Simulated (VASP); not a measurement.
Tc, 1 atom in the cell. The structure is cubic, space group Im-3m (No. 229). Conventional cell: a = 3.064 Å, b = 3.064 Å, c = 3.064 Å, α = 90.00°, β = 90.00°, γ = 90.00°. Tc (site symmetry m-3m) has 14 Tc at 2.65 to 3.06 Å within 3.5 Å. This isn't the form of Tc at room conditions, which is hcp.

```yaml
Program: VASP 6.6.1
Task: relaxation of cell and atoms
Functional: r2SCAN
Potentials_or_basis: VASP PAW PBE potentials, release 64 (Tc_pv)
Cutoff: 600 eV
k_mesh: 9 × 9 × 9
Occupations: fermi-dirac, width 0.05 eV
Spin: no spin polarisation
Dipole_correction: no
Further_INCAR_settings: ALGO = Normal; EDIFF = 1e-06; IBRION = 2; EDIFFG = -0.03; NSW = 80; ISIF = 3
```

Potentials or basis: VASP PAW PBE potentials, release 64 (Tc_pv).

Command:

```bash
$ cat potpaw_PBE.64/Tc_pv/POTCAR > POTCAR
$ cp INCAR.step1 INCAR
$ mpirun -np 1 vasp_std > vasp.out
$ cp INCAR.step2 INCAR
$ mpirun -np 1 vasp_std > vasp.out
```

Hardware: 1 thread of Intel(R) Xeon(R) Platinum 8259CL CPU @ 2.50GHz (Skylake/Cascade Lake), on a shared host.

Task: How long does it take, and how much memory?

Result: It took 48 s on 1 thread of Intel(R) Xeon(R) Platinum 8259CL CPU @ 2.50GHz (Skylake/Cascade Lake) (shared host), peak memory 0.15 GiB. Counts: k points 35, ion steps 3.
